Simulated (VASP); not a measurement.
KIr12, 13 atoms in the cell. The cell holds a slab with vacuum, 13 atoms: a = 5.431 Å, b = 5.431 Å, c = 15.434 Å, α = 90.00°, β = 90.00°, γ = 60.00°. 

| Quantity | Value |
| --- | --- |
| Program | VASP 6.6.1 |
| Task | single point |
| Functional | PBEsol |
| Potentials or basis | VASP PAW PBE potentials, release 64 (Ir, K_sv) |
| Cutoff | 520 eV |
| k mesh | 4 × 4 × 1 |
| Occupations | gaussian, width 0.1 eV |
| Spin | no spin polarisation |
| Dipole correction | no |
| Further INCAR settings | ALGO = Normal; EDIFF = 1e-06; NBANDS = 70 |

Potentials or basis: VASP PAW PBE potentials, release 64 (Ir, K_sv).

The run is started by

```bash
$ cat potpaw_PBE.64/Ir/POTCAR potpaw_PBE.64/K_sv/POTCAR > POTCAR
$ mpirun -np 1 vasp_std > vasp.out
```

Hardware: 1 thread of Oxide Virtual Turin-like Processor, on a shared host.

Problem. Estimate the wall time of this run.

Solution. Wall time 15 min on 1 thread of Oxide Virtual Turin-like Processor, with other jobs on the host, peak memory 0.54 GiB. Counts: scf iterations 28, k points 10.
